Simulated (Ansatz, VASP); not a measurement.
# TePb in VASP and in Ansatz

```xyz
4
Lattice="5.4984 -0.0412 0.0000 -2.7849 4.7824 0.0000 0.0000 0.0000 6.5754" Properties=species:S:1:pos:R:3 pbc="T T T"
Pb   -0.0206    3.1746   -0.4080
Pb    2.7340    1.5665    2.8797
Te   -0.0120    3.1747    2.8738
Te    2.7255    1.5665    6.1614
```

Change from the starting cell: shear_xy strain -1.5%.

Alike in both runs: task single point; functional PBE; k mesh 6 × 6 × 4; occupations fermi-dirac, width 0.02 eV; no spin polarisation.

```csv
,VASP,Ansatz
version,VASP 6.6.1,Ansatz 0.2.0
potentials or method,"VASP PAW PBE potentials, release 64 (Pb_d, Te)","plane waves, PAW"
plane-wave cutoff (eV),520,420
valence electrons in the cell,40,60
```

|  | VASP | Ansatz | Ansatz less VASP |
| --- | --- | --- | --- |
| gap on the k mesh at the Fermi level (eV) | 1.13 | 1.13 | -0.001 |
| pressure (GPa) | 0.5 | 0.6 | +0.03 |
| traceless stress, the component that is largest in VASP (GPa) | 0.07 | 0.07 | 0.000 |

The functional is the same, so the differences come from potentials, cutoffs and numerics. VASP's potentials hold 40 valence electrons a cell and Ansatz's 60, so a difference there can come from the potentials and not from the codes.

Spin-orbit coupling is off throughout.
